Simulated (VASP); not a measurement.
**SiO2 (Stishovite): single point with PBE**

Crystal: SiO2 (Stishovite).

```
Si O
1.0
     4.10648    0.00000    0.00000
     0.00000    4.10648    0.00000
     0.00000    0.00000    2.62002
Si O
2 4
Direct
  0.00000 0.00000 0.00000
  0.50000 0.50000 0.50000
  0.30590 0.30590 0.00000
  0.19410 0.80590 0.50000
  0.69410 0.69410 0.00000
  0.80590 0.19410 0.50000
```

```json
{
  "Program": "VASP 6.6.1",
  "Task": "single point",
  "Functional": "PBE",
  "Potentials or basis": "VASP PAW PBE potentials, release 64 (Si, O)",
  "Cutoff": "520 eV",
  "k mesh": "6 × 6 × 8",
  "Occupations": "fermi-dirac, width 0.1 eV",
  "Spin": "no spin polarisation",
  "Dipole correction": "no",
  "Further INCAR settings": "ALGO = Normal; EDIFF = 1e-07; NBANDS = 25"
}
```

```yaml
Pressure: 31.1 GPa
Largest_force: 0.474 eV/Å
Band_gap_on_the_k_mesh: 6.58 eV, direct
```

Forces on the atoms (eV/Å):
```
Si   0.000  0.000  0.000
Si   0.000  0.000  0.000
O   -0.335 -0.335  0.000
O    0.335 -0.335  0.000
O    0.335  0.335  0.000
O   -0.335  0.335  0.000
```

Stress tensor (GPa, compression positive):
```
29.04  0.00  0.00
 0.00 29.04  0.00
 0.00  0.00 35.37
```

Levels at points of the mesh, in eV from the valence-band top:
```csv
k point,band 12,band 13,band 14,band 15,band 16,band 17,band 18,band 19,band 20,band 21
"(0.00, 0.00, 0.00)",-3.29,-2.56,-0.91,-0.91,0.00,6.58,6.91,8.97,8.97,11.31
"(0.50, 0.00, 0.00)",-4.12,-2.80,-2.80,-1.13,-1.13,8.43,8.43,9.53,9.53,11.44
"(0.50, 0.50, 0.00)",-3.43,-2.79,-2.79,-2.46,-2.46,8.06,8.06,10.58,10.58,13.75
"(0.00, 0.00, 0.50)",-4.82,-3.33,-3.33,-2.87,-2.87,9.82,9.82,13.18,13.18,13.41
"(0.50, 0.00, 0.50)",-4.23,-2.41,-2.41,-1.89,-1.89,9.35,9.35,10.46,10.46,12.51
"(0.50, 0.50, 0.50)",-4.67,-1.86,-1.86,-1.67,-1.67,7.85,7.85,11.43,11.43,11.93
```

It took 27 s on 1 thread of AMD EPYC 9R45 96-Core Processor (Zen 5), with other jobs on the host, peak memory 0.14 GiB.

A k mesh can miss the band edges.
